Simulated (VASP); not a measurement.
A run of VASP 6.6.1:

Contents of INCAR:

```
  PREC = Accurate
  ENCUT = 520
  EDIFF = 1E-6
  ISMEAR = 0
  SIGMA = 0.05
  LREAL = False
  LASPH = True
  NELM = 60
  ALGO = Normal
  ISIF = 2
  LWAVE = False
  LCHARG = True
  GGA = CA
  LELF = True
  LVHAR = True
  NBANDS = 26
```

File KPOINTS:

```
Automatic mesh
0
Gamma
  9 9 9
```

File POSCAR:

```
YTlO2
1.0
    1.7562310296      1.0139604577      6.9881076834
   -1.7562310296      1.0139604577      6.9881076834
    0.0000000000     -2.0279209154      6.9881076834
Y Tl O
1 1 2
Direct
    0.5000000000      0.5000000000      0.5000000000
    0.0000000000      0.0000000000      0.0000000000
    0.7756830000      0.7756830000      0.7756830000
    0.2243170000      0.2243170000      0.2243170000
```

Potentials or basis: VASP PAW LDA potentials, release 64 (Y_sv, Tl_d, O).

Command:

```bash
$ cat potpaw_LDA.64/Y_sv/POTCAR potpaw_LDA.64/Tl_d/POTCAR potpaw_LDA.64/O/POTCAR > POTCAR
$ mpirun -np 1 vasp_std > vasp.out
```

Hardware: 1 thread of Oxide Virtual Turin-like Processor, on a shared host.

Question: How long does it take, and how much memory?

Answer: Wall time 19 min on 1 thread of Oxide Virtual Turin-like Processor, with other jobs on the host, peak memory 0.4 GiB. Counts: scf iterations 14, k points 85.
